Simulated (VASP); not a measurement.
# TiO2 (P1) in VASP: further runs

TiO2 is run at these levels: PBE+D3(BJ); tasks: single point.

All numbers are computed with VASP 6.6.1; they aren't measurements. Logs are shortened: lines on timing, memory, paths and dates and some standing lists are left out, and cuts for length are marked.

### 1 The cell of the first run

The typed cell holds 12 atoms: a = 3.920 Å, b = 3.920 Å, c = 9.888 Å, α = 90.00°, β = 90.00°, γ = 90.00°.

### 2 Single point, PBE+D3(BJ)

Contents of INCAR:

```
SYSTEM = TiO2
  PREC = Accurate
  ENCUT = 520
  EDIFF = 1E-6
  ISMEAR = -1
  SIGMA = 0.36
  LREAL = .False.
  LASPH = .True.
  NELM = 100
  ALGO = Normal
  ISIF = 2
  LWAVE = .False.
  LCHARG = .True.
  GGA = PE
  IVDW = 12
  LELF = .True.
  LVHAR = .True.
  NBANDS = 60
```

Contents of KPOINTS:

```
regular mesh
0
Gamma
  3 3 1
  0 0 0
```

Contents of POSCAR:

```
TiO2
1.0
    3.9196710000      0.0000000000      0.0000000000
    0.0000000000      3.9196710000      0.0000000000
    0.0000000000      0.0000000000      9.8882110000
Ti O
4 8
Direct
   -0.1141932575     -0.0282166539     -0.0402701763
   -0.0161238022      0.6021933984      0.2135876753
    0.4452414501      0.4166676234      0.4840814987
    0.4552422895      0.0055616913      0.7435622076
    0.0171698084      0.0445190425      0.2150136157
    0.0255633700      0.4923117272      0.4321408595
   -0.0680159126      0.5602766151      0.0223498467
   -0.0750828322     -0.2127729598      0.7791601534
    0.6649792801      0.4685087090      0.6766845894
    0.3866906177      0.0315842835      0.9255162536
    0.2930603104     -0.0389573513      0.5738449554
    0.4643501967      0.5087927022      0.2266941917
```

Potentials or basis: VASP PAW PBE potentials, release 64 (Ti_sv, O).

On the command line:

```sh
cat potpaw_PBE.64/Ti_sv/POTCAR potpaw_PBE.64/O/POTCAR > POTCAR
mpirun -np 1 vasp_std > vasp.out
```

OUTCAR:

```text
SYSTEM = TiO2
   PREC = Accurate
   ENCUT = 520
   EDIFF = 1E-6
   ISMEAR = -1
   LREAL = .False.
   LASPH = .True.
   NELM = 100
   ISIF = 2
   GGA = PE
   IVDW = 12
 IVDW          = 12

 ion  position               nearest neighbor table
   1  0.886  0.972  0.960-   7 1.74   8 1.93  10 2.00  10 2.01   7 2.40   4 2.73
   2  0.984  0.602  0.214-   5 1.74   7 1.91  12 1.92  12 2.07   5 2.19   6 2.21
   3  0.445  0.417  0.484-   6 1.75  11 2.08   9 2.10   6 2.35  11 2.39
   4  0.455  0.006  0.744-  11 1.80  10 1.82   8 2.06   9 2.10   8 2.28   9 2.35   1 2.73
   5  0.017  0.045  0.215-   2 1.74   2 2.19
   6  0.026  0.492  0.432-   3 1.75   2 2.21   3 2.35
   7  0.932  0.560  0.022-   1 1.74   2 1.91   1 2.40
   8  0.925  0.787  0.779-   9 1.90   1 1.93   4 2.06   4 2.28
   9  0.665  0.469  0.677-   8 1.90   4 2.10   3 2.10   4 2.35
  10  0.387  0.032  0.926-   4 1.82   1 2.00   1 2.01
  11  0.293  0.961  0.574-   4 1.80   3 2.08   3 2.39
  12  0.464  0.509  0.227-   2 1.92   2 2.07

  LATTYP: Found a simple tetragonal cell.
 ALAT       =     3.9196710000
 C/A-ratio  =     2.5227145339

  Lattice vectors:

 A1 = (   3.9196710000,   0.0000000000,   0.0000000000)
 A2 = (   0.0000000000,   3.9196710000,   0.0000000000)
 A3 = (   0.0000000000,   0.0000000000,   9.8882110000)

Analysis of symmetry for initial positions (statically):
=====================================================================
 Subroutine PRICEL returns:
 Original cell was already a primitive cell.

 Routine SETGRP: Setting up the symmetry group for a
 simple tetragonal supercell.

 Subroutine GETGRP returns: Found  1 space group operations
 (whereof  1 operations were pure point group operations)
 out of a pool of 16 trial point group operations.

The static configuration has the point symmetry C_1 .

Analysis of symmetry for dynamics (positions and initial velocities):
=====================================================================
 Subroutine PRICEL returns:
 Original cell was already a primitive cell.

 Routine SETGRP: Setting up the symmetry group for a
 simple tetragonal supercell.

 Subroutine GETGRP returns: Found  1 space group operations
 (whereof  1 operations were pure point group operations)
 out of a pool of 16 trial point group operations.

The dynamic configuration has the point symmetry C_1 .

 Subroutine INISYM returns: Found  1 space group operations
 (whereof  1 operations are pure point group operations),
 and found     1 'primitive' translations

----------------------------------------------------------------------------------------

                                     Primitive cell

  volume of cell :     151.9207

  direct lattice vectors                    reciprocal lattice vectors
     3.919671000  0.000000000  0.000000000     0.255123453  0.000000000  0.000000000
     0.000000000  3.919671000  0.000000000     0.000000000  0.255123453  0.000000000
     0.000000000  0.000000000  9.888211000     0.000000000  0.000000000  0.101130528

  length of vectors
     3.919671000  3.919671000  9.888211000     0.255123453  0.255123453  0.101130528

  position of ions in fractional coordinates (direct lattice)
     0.885806743  0.971783346  0.959729824
     0.983876198  0.602193398  0.213587675
     0.445241450  0.416667623  0.484081499
     0.455242289  0.005561691  0.743562208
     0.017169808  0.044519042  0.215013616
     0.025563370  0.492311727  0.432140860
     0.931984087  0.560276615  0.022349847
     0.924917168  0.787227040  0.779160153
     0.664979280  0.468508709  0.676684589
     0.386690618  0.031584284  0.925516254
     0.293060310  0.961042649  0.573844955
     0.464350197  0.508792702  0.226694192

  ion indices of the primitive-cell ions
   primitive index   ion index
                 1           1
                 2           2
                 3           3
                 4           4
                 5           5
                 6           6
                 7           7
                 8           8
                 9           9
                10          10
                11          11
                12          12

----------------------------------------------------------------------------------------

 KPOINTS: regular mesh

Automatic generation of k-mesh.
 Grid dimensions read from file:
 generate k-points for:    3    3    1

 Generating k-lattice:

  Cartesian coordinates                     Fractional coordinates (reciprocal lattice)
     0.085041151  0.000000000  0.000000000     0.333333333  0.000000000  0.000000000
     0.000000000  0.085041151  0.000000000     0.000000000  0.333333333  0.000000000
     0.000000000  0.000000000  0.101130528     0.000000000  0.000000000  1.000000000

  Length of vectors
     0.085041151  0.085041151  0.101130528

  Shift w.r.t. Gamma in fractional coordinates (k-lattice)
     0.000000000  0.000000000  0.000000000

 Subroutine IBZKPT returns following result:
[... 52 lines left out ...]
  Thomas-Fermi vector in A             =   2.527360
   LORBIT       =      0    0 simple, 1 ext, 2 COOP (PROOUT), +10 PAW based schemes
   GGA     = PE    functional components
   LHFCALC =     F    Hartree Fock is set to
   AEXX    =    0.0000 exact exchange contribution
   IVDW    =    12    specifies the selected vdW correction
   LEPSILON=     F    determine dielectric tensor
   LRPA    =     F    only Hartree local field effects (RPA)
 non-spin polarized calculation
  energy-cutoff  :      520.00
  volume of cell :      151.92
 maximum number of plane-waves:      4125
 NGX is ok and might be reduce to    30
   NGX = 15   NGY = 15   NGZ = 37

 number of electron      95.9999997 magnetization

 Free energy of the ion-electron system (eV)
  ---------------------------------------------------
  ext. energy  EPLUGINS =         0.00000000
  ---------------------------------------------------
  free energy    TOTEN  =      -101.12271573 eV

  energy without entropy =     -100.11790399  energy(sigma->0) =     -100.62030986

 E-fermi :   4.1490     XC(G=0): -10.2051

 val. band max:        3.5046848352   @ k =  -0.3333   0.3333   0.0000
 cond. band min:       4.9825226924   @ k =   0.0000   0.0000   0.0000
 fundamental gap:      1.4778378572
 Fermi energy:         4.1489904517

 k-point     1 :       0.0000    0.0000    0.0000
  band No.  band energies     occupation
      1     -53.9343      2.00000
      2     -53.8775      2.00000
      3     -53.6693      2.00000
      4     -52.9211      2.00000
      5     -30.4061      2.00000
      6     -30.2646      2.00000
[... 52 lines left out ...]
     59       6.8683      0.00105
     60       6.9968      0.00073

 k-point     2 :       0.3333    0.0000    0.0000
  band No.  band energies     occupation
      1     -53.9334      2.00000
      2     -53.8743      2.00000
      3     -53.6707      2.00000
      4     -52.9201      2.00000
      5     -30.4136      2.00000
      6     -30.2887      2.00000
[... 52 lines left out ...]
     59       6.9308      0.00088
     60       7.0023      0.00072

 k-point     3 :       0.0000    0.3333    0.0000
  band No.  band energies     occupation
      1     -53.9335      2.00000
      2     -53.8766      2.00000
      3     -53.6688      2.00000
      4     -52.9201      2.00000
      5     -30.4195      2.00000
      6     -30.2811      2.00000
[... 52 lines left out ...]
     59       6.9646      0.00080
     60       7.1054      0.00054

 k-point     4 :       0.3333    0.3333    0.0000
  band No.  band energies     occupation
      1     -53.9327      2.00000
      2     -53.8734      2.00000
      3     -53.6702      2.00000
      4     -52.9191      2.00000
      5     -30.4252      2.00000
      6     -30.3026      2.00000
[... 52 lines left out ...]
     59       7.0073      0.00071
     60       7.1291      0.00051

 k-point     5 :      -0.3333    0.3333    0.0000
  band No.  band energies     occupation
      1     -53.9327      2.00000
      2     -53.8734      2.00000
      3     -53.6702      2.00000
      4     -52.9191      2.00000
      5     -30.4247      2.00000
      6     -30.3044      2.00000
[... 52 lines left out ...]
     59       7.0466      0.00064
     60       7.1133      0.00053

------------------------ aborting loop because EDIFF is reached ----------------------------------------

 Edisp (eV)   -2.42513

 E8    (eV) :    -0.9632

  FORCE on cell =-STRESS in cart. coord.  units (eV):
  Direction    XX          YY          ZZ          XY          YZ          ZX
  --------------------------------------------------------------------------------------
  -------------------------------------------------------------------------------------
  Total     -11.37666    -6.12474     1.72609     2.40536     1.14030     3.97135
  in kB    -119.97992   -64.59236    18.20362    25.36726    12.02579    41.88246
  external pressure =      -55.46 kB  Pullay stress =        0.00 kB

 VOLUME and BASIS-vectors are now :
 -----------------------------------------------------------------------------
  energy-cutoff  :      520.00
  volume of cell :      151.92
      direct lattice vectors                 reciprocal lattice vectors
     3.919671000  0.000000000  0.000000000     0.255123453  0.000000000  0.000000000
     0.000000000  3.919671000  0.000000000     0.000000000  0.255123453  0.000000000
     0.000000000  0.000000000  9.888211000     0.000000000  0.000000000  0.101130528

 POSITION                                       TOTAL-FORCE (eV/Angst)
 -----------------------------------------------------------------------------------
      3.47207      3.80907      9.49001         1.112659      0.759078      0.297307
      3.85647      2.36040      2.11200         0.380000     -1.412663      1.825546
      1.74520      1.63320      4.78670         0.285396     -0.005138      0.987463
      1.78440      0.02180      7.35250         1.737973     -0.677539     -3.195017
      0.06730      0.17450      2.12610        -0.972770      0.036034     -1.080026
      0.10020      1.92970      4.27310        -1.713927     -0.142469     -0.519247
      3.65307      2.19610      0.22100        -0.373897     -1.964293     -0.099957
      3.62537      3.08567      7.70450         0.815626      4.416016      2.520320
      2.60650      1.83640      6.69120        -4.143010     -3.538063     -1.372703
      1.51570      0.12380      9.15170         0.716050      0.880632      1.641890
      1.14870      3.76697      5.67430         1.030955      1.109014     -2.523426
      1.82010      1.99430      2.24160         1.124944      0.539391      1.517851
 -----------------------------------------------------------------------------------
    total drift:                                0.000041      0.000544     -0.000037

  FREE ENERGIE OF THE ION-ELECTRON SYSTEM (eV)
  ---------------------------------------------------
  free  energy   TOTEN  =      -103.5478468621 eV

  energy  without entropy=     -102.5430351222  energy(sigma->0) =     -103.04544099
```

It took 1.7 min on 1 thread of Intel Xeon Platinum 8175M at 2.50GHz (Skylake/Cascade Lake), shared host; peak memory 0.25 GiB.

Results:

| Property | Result |
| --- | --- |
| Free energy | -103.5478 eV |
| Pressure | -5.5 GPa |
| Largest force | 5.618 eV/Å |
| Band gap on the k mesh | 1.48 eV, indirect (least direct gap 1.50 eV) |
| Dispersion energy per atom | -0.202 eV |

Forces on the atoms (eV/Å):
```
Ti   1.113  0.759  0.297
Ti   0.380 -1.413  1.826
Ti   0.285 -0.005  0.987
Ti   1.738 -0.678 -3.195
O   -0.973  0.036 -1.080
O   -1.714 -0.142 -0.519
O   -0.374 -1.964 -0.100
O    0.816  4.416  2.520
O   -4.143 -3.538 -1.373
O    0.716  0.881  1.642
O    1.031  1.109 -2.523
O    1.125  0.539  1.518
```

Caveat: the k points lie up to 0.64 Å⁻¹ apart; forces of over 1 eV/Å act on the atoms, so gaps and moduli don't describe the material at rest.

### 3 Single point, PBE+D3(BJ)

Contents of INCAR:

```
SYSTEM = TiO2
ALGO     = Normal         ! electronic algorithm
EDIFF    = 1E-6           ! SCF threshold, eV
ENCUT    = 520            ! plane-wave cutoff, eV
GGA      = PE             ! functional
ISIF     = 2              ! what is computed and relaxed
ISMEAR   = -1             ! smearing method
IVDW     = 12             ! dispersion correction
LASPH    = .TRUE.         ! aspherical terms in the spheres
LCHARG   = .TRUE.         ! write CHGCAR
LELF     = .TRUE.         ! ELF
LREAL    = .FALSE.        ! projectors in reciprocal space
LVHAR    = .TRUE.       
LWAVE    = .FALSE.        ! write WAVECAR
NBANDS   = 60             ! bands
NELM     = 100            ! most SCF steps
PREC     = Accurate       ! precision mode
SIGMA    = 0.36           ! smearing width, eV
```

Contents of KPOINTS:

```
k-points
0
G
  3 3 1
  0 0 0
```

Contents of POSCAR:

```
TiO2
1.0
    3.9196710000      0.0000000000      0.0000000000
    0.0000000000      3.9196710000      0.0000000000
    0.0000000000      0.0000000000      9.8882110000
Ti O
4 8
Direct
   -0.2130791079     -0.0952375850     -0.0186383563
    0.0509736659      0.4699629127      0.2183306970
    0.3336249394      0.4050595063      0.4669297611
    0.4669524560     -0.0768176717      0.7244889900
   -0.1035546096     -0.0379368575      0.1757142925
   -0.1122288070      0.3755672351      0.4192264910
   -0.1460071521      0.4646053202     -0.0110636798
   -0.1285056833     -0.0312526230      0.7657097932
    0.3597750934      0.4713916040      0.7132432752
    0.3359720752      0.0595458139      0.9459446203
    0.2907641993     -0.0259205428      0.5013950451
    0.5242276711      0.5258604612      0.2109380554
```

Potentials or basis: VASP PAW PBE potentials, release 64 (Ti_sv, O).

On the command line:

```sh
cat potpaw_PBE.64/Ti_sv/POTCAR potpaw_PBE.64/O/POTCAR > POTCAR
mpirun -np 1 vasp_std > vasp.out
```

It took 1.8 min on 1 thread of Intel Xeon Platinum 8175M at 2.50GHz (Skylake/Cascade Lake), shared host; peak memory 0.26 GiB.

The run converged. Its results:

| Item | Value |
| --- | --- |
| Free energy | -103.8061 eV |
| Pressure | -8.3 GPa |
| Largest force | 5.473 eV/Å |
| Band gap on the k mesh | 1.39 eV, indirect (least direct gap 1.67 eV) |
| Dispersion energy per atom | -0.202 eV |

Forces in eV/Å, atoms in the order of the input:
```
Ti   1.035  2.380  0.570
Ti  -1.954  0.036 -2.699
Ti   1.330  1.024  1.955
Ti  -5.249  1.551  0.084
O    2.086  0.691 -0.125
O   -0.069  1.786 -1.457
O    0.437 -0.168  0.890
O    2.468 -0.387  0.773
O    0.696 -0.813 -2.389
O    1.192 -2.505 -1.051
O    1.936 -2.270  1.374
O   -3.910 -1.325  2.074
```

Stress tensor (GPa, compression positive):
```
 -6.68  -0.88   8.71
 -0.88  -7.54  -2.41
  8.71  -2.41 -10.67
```

Levels at points of the mesh, in eV from the valence-band top:
```csv
k point,band 46,band 47,band 48,band 49,band 50,band 51
"(0.00, 0.00, 0.00)",-0.93,-0.74,-0.47,1.39,1.94,1.98
```

Caveat: the k points lie up to 0.64 Å⁻¹ apart; forces of over 1 eV/Å act on the atoms, so gaps and moduli don't describe the material at rest. A k mesh can miss the band edges.

### 4 Single point, PBE+D3(BJ)

This run uses another cell than the first one, of 12.83 Å³/atom, 1.013 times its volume.

Contents of INCAR:

```
SYSTEM = TiO2
PREC     = Accurate       ! precision mode
ENCUT    = 520            ! plane-wave cutoff, eV
EDIFF    = 1E-6           ! SCF threshold, eV
ISMEAR   = -1             ! smearing method
SIGMA    = 0.36           ! smearing width, eV
LREAL    = .FALSE.        ! projectors in reciprocal space
LASPH    = .TRUE.         ! aspherical terms in the spheres
NELM     = 80             ! most SCF steps
ALGO     = Normal         ! electronic algorithm
ISIF     = 2              ! what is computed and relaxed
LWAVE    = .FALSE.        ! write WAVECAR
LCHARG   = .FALSE.        ! write CHGCAR
GGA      = PE             ! functional
IVDW     = 12             ! dispersion correction
NBANDS   = 60             ! bands
```

Contents of KPOINTS:

```
Automatic mesh
0
G
  3 3 1
  0 0 0
```

Contents of POSCAR:

```
TiO2
1.0
    3.9368860000      0.0000000000      0.0000000000
    0.0000000000      3.9368860000      0.0000000000
    0.0000000000      0.0000000000      9.9316390000
Ti O
4 8
Direct
   -0.1947732294     -0.3100165969     -0.0380098391
    0.0578883920      0.3104230095      0.1953051254
    0.5078379206      0.3363826131      0.4580714220
    0.4353186757     -0.1243876505      0.7150179341
    0.0788948423     -0.2778592014      0.1876930887
    0.0811047107      0.4165982962      0.4433709280
   -0.0728240543      0.3024471626      0.0219500528
   -0.0948973376     -0.1554020106      0.7938367474
    0.4485270846      0.4019928441      0.6785385574
    0.3448664757     -0.1034828034      0.9520885727
    0.5348643573     -0.0858800585      0.5380078756
    0.6134797909      0.3055206577      0.2518013391
```

On the command line:

```sh
cat potpaw_PBE.64/Ti_sv/POTCAR potpaw_PBE.64/O/POTCAR > POTCAR
mpirun -np 1 vasp_std > vasp.out
```

Run time: 98 s. Hardware: 1 thread of Intel Xeon Platinum 8175M at 2.50GHz (Skylake/Cascade Lake), shared host; peak memory 0.25 GiB.

It converged, with:

```
Free energy                : -104.9167 eV
Pressure                   : -2.1 GPa
Largest force              : 5.777 eV/Å
Band gap on the k mesh     : 2.29 eV, indirect (least direct gap 2.53 eV)
Dispersion energy per atom : -0.199 eV
```

Forces on the atoms (eV/Å):
```
Ti  -0.171  5.746  0.574
Ti   1.213 -3.279  2.407
Ti   1.219  1.424  0.316
Ti  -0.244 -0.336  2.030
O    0.183  5.173 -0.434
O   -0.908 -0.627 -0.752
O   -0.800 -3.407 -1.849
O   -0.681 -0.168 -2.272
O   -0.293  0.043  0.674
O    2.639 -2.501 -0.751
O    0.387 -1.132 -2.186
O   -2.543 -0.938  2.244
```

Stress tensor (GPa, compression positive):
```
-11.29   0.73   4.02
  0.73   4.10  -2.44
  4.02  -2.44   0.84
```

Levels at points of the mesh, in eV from the valence-band top:
```
           k point  band 46  band 47  band 48  band 49  band 50  band 51
(0.00, 0.00, 0.00)    -0.49    -0.40    -0.25     2.29     2.85     3.08
```

Caveat: the k points lie up to 0.63 Å⁻¹ apart; forces of over 1 eV/Å act on the atoms, so gaps and moduli don't describe the material at rest. A k mesh can miss the band edges.
